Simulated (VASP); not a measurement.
Write the native input for VASP 6.6.1 that does the following.

- Task: single point
- Functional: PBE
- Potentials or basis: VASP PAW PBE potentials, release 64 (Al, N)
- Cutoff: 520 eV
- k mesh: 17 × 17 × 17
- Occupations: fermi-dirac, width 0.08 eV
- Spin: no spin polarisation
- Dipole correction: no
- Further INCAR settings: ALGO = Normal; EDIFF = 1e-06; NBANDS = 11

The structure of AlN (rocksalt type) lies in POSCAR:

```
AlN
1.0
    0.0000000000      1.8067640290      1.8067640290
    1.8067640290      0.0000000000      1.8067640290
    1.8067640290      1.8067640290      0.0000000000
Al N
1 1
Direct
    0.0000000000      0.0000000000      0.0000000000
    0.5000000000      0.5000000000      0.5000000000
```

The input as run:

INCAR

```
SYSTEM = AlN
ALGO = Normal
EDIFF = 1E-6
ENCUT = 520
GGA = PE
ISIF = 2
ISMEAR = -1
LASPH = .TRUE.
LCHARG = .FALSE.
LREAL = .FALSE.
LWAVE = .FALSE.
NBANDS = 11
NELM = 80
PREC = Accurate
SIGMA = 0.08
```

KPOINTS

```
k-points
0
G
  17 17 17
  0 0 0
```

Potentials or basis: VASP PAW PBE potentials, release 64 (Al, N).

Launch:

```console
$ cat potpaw_PBE.64/Al/POTCAR potpaw_PBE.64/N/POTCAR > POTCAR
$ mpirun -np 1 vasp_std > vasp.out
```

Results of the run:

```yaml
Pressure: 181.0 GPa
Band_gap_on_the_k_mesh: 4.48 eV, indirect (least direct gap 8.23 eV)
```

It took 14 s on 1 thread of Intel(R) Xeon(R) 6975P-C (Granite Rapids), with other jobs on the host, peak memory 0.13 GiB.
